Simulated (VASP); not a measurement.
Wanted: the native input for a VASP 6.6.1 run.

| Item | Value |
| --- | --- |
| Task | single point |
| Functional | PBEsol |
| Dispersion | D3(BJ) |
| Potentials or basis | VASP PAW PBE potentials, release 64 (Cr_pv, O) |
| Cutoff | 520 eV |
| k mesh | 5 × 5 × 8 |
| Occupations | methfessel-paxton, width 0.1 eV |
| Spin | collinear spin, ferromagnetic start |
| Starting moments | [3.9, 3.9, 0.0, 0.0, 0.0, 0.0] μB |
| Dipole correction | no |
| Further INCAR settings | ALGO = Normal; EDIFF = 1e-07; NBANDS = 37 |

The structure of CrO2 lies in POSCAR:

```
CrO2
1.0
    4.4480510100      0.0000000000      0.0000000000
    0.0000000000      4.5292350100      0.0000000000
    0.0000000000      0.0000000000      2.9859640000
Cr O
2 4
Direct
    0.5000000000      0.5000000000      0.5000000000
    0.0000000000      0.0000000000      0.0000000000
    0.7929690000      0.1898170000      0.5000000000
    0.2070310000      0.8101830000      0.5000000000
    0.7070310000      0.6898170000      0.0000000000
    0.2929690000      0.3101830000      0.0000000000
```

These files were run (other wordings do the same):

INCAR

```
PREC = Accurate ; ENCUT = 520
EDIFF = 1E-7 ; ISMEAR = 1
SIGMA = 0.1 ; LREAL = False
LASPH = True ; NELM = 150
ALGO = Normal ; ISIF = 2
LWAVE = False ; LCHARG = False
ISPIN = 2 ; MAGMOM = 3.9 3.9 0 0 0 0
LORBIT = 11 ; LMAXMIX = 4
GGA = PS ; IVDW = 12
NBANDS = 37
```

KPOINTS

```
regular mesh
0
Gamma
  5 5 8
```

Potentials or basis: VASP PAW PBE potentials, release 64 (Cr_pv, O).

Launch:

```bash
$ cat potpaw_PBE.64/Cr_pv/POTCAR potpaw_PBE.64/O/POTCAR > POTCAR
$ mpirun -np 1 vasp_std > vasp.out
```

Results of the run:

```
Pressure                                              : -19.8 GPa
Largest force                                         : 0.365 eV/Å
Band gap on the k mesh                                : zero (filled and empty bands overlap)
Net moment                                            : 4.00 μB per cell
Site moments                                          : Cr +2.13; O -0.10 μB
Valence electrons inside the program's atomic spheres : Cr 10.73; O 4.97
Dispersion energy per atom                            : -0.141 eV
```

Caveat: the stress differs along the axes, from -23 to -18 GPa; the PAW data sets were made with another functional, which shifts forces and pressure a little; semilocal functionals often make such compounds metallic where correlation or magnetic order opens a gap, which also shifts bond lengths; the run started ferromagnetic, and an antiferromagnetic order may lie lower in energy.

It took 3.1 min on 1 thread of AMD EPYC 7R13 Processor (Zen 3) (shared host), peak memory 0.26 GiB.
